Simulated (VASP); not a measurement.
HfO2, 6 atoms in the cell. Symmetry: P4_2/nmc, No. 137, tetragonal system. The conventional cell has a = 3.605 Å, b = 3.605 Å, c = 5.240 Å, α = 90.00°, β = 90.00°, γ = 90.00°. Hf (site symmetry -4m2) has 8 O at 2.08 to 2.40 Å within 2.8 Å. Within 2.8 Å of O (site symmetry 2mm) lie 4 Hf at 2.08 to 2.40 Å and 6 O at 2.61 to 2.62 Å. 

```yaml
Program: VASP 6.6.1
Task: single point
Functional: PBE
Potentials_or_basis: VASP PAW PBE potentials, release 64 (Hf_pv, O)
Cutoff: 520 eV
k_mesh: 8 × 8 × 5
Occupations: fermi-dirac, width 0.05 eV
Spin: no spin polarisation
Dipole_correction: no
Further_INCAR_settings: ALGO = Normal; EDIFF = 1e-07; NBANDS = 31
```

Potentials or basis: VASP PAW PBE potentials, release 64 (Hf_pv, O).

Launch:

```console
$ cat potpaw_PBE.64/Hf_pv/POTCAR potpaw_PBE.64/O/POTCAR > POTCAR
$ mpirun -np 1 vasp_std > vasp.out
```

Hardware: 1 thread of Intel(R) Xeon(R) 6975P-C (Granite Rapids) (shared host).

Estimate the wall time of this run.

It took 41 s on 1 thread of Intel(R) Xeon(R) 6975P-C (Granite Rapids), with other jobs on the host, peak memory 0.22 GiB. Counts: scf iterations 16, k points 45.
